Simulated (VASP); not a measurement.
WC (WC type), 2 atoms in the cell. It takes space group P-6m2 (No. 187, hexagonal). Conventional cell: a = 2.697 Å, b = 2.697 Å, c = 2.673 Å, α = 90.00°, β = 90.00°, γ = 120.00°. Within 2.7 Å of W (site symmetry -6m2) lie 6 C at 2.05 Å and 8 W at 2.67 to 2.70 Å. Within 2.7 Å of C (site symmetry -6m2) lie 6 W at 2.05 Å and 8 C at 2.67 to 2.70 Å. 

| Item | Value |
| --- | --- |
| Program | VASP 6.6.1 |
| Task | single point |
| Functional | PBE |
| Potentials or basis | VASP PAW PBE potentials, release 64 (W_sv, C) |
| Cutoff | 520 eV |
| k mesh | 17 × 17 × 15 |
| Occupations | fermi-dirac, width 0.1 eV |
| Spin | no spin polarisation |
| Dipole correction | no |
| Further INCAR settings | ALGO = Normal; EDIFF = 1e-07; NBANDS = 16 |

Potentials or basis: VASP PAW PBE potentials, release 64 (W_sv, C).

The run is started by

```sh
$ cat potpaw_PBE.64/W_sv/POTCAR potpaw_PBE.64/C/POTCAR > POTCAR
$ mpirun -np 1 vasp_std > vasp.out
```

Hardware: 1 thread of Intel(R) Xeon(R) 6975P-C (Granite Rapids) (shared host).

Task: How long does it take, and how much memory?

Result: It took 21 s on 1 thread of Intel(R) Xeon(R) 6975P-C (Granite Rapids) (shared host), peak memory 0.18 GiB. Counts: scf iterations 13, k points 264.
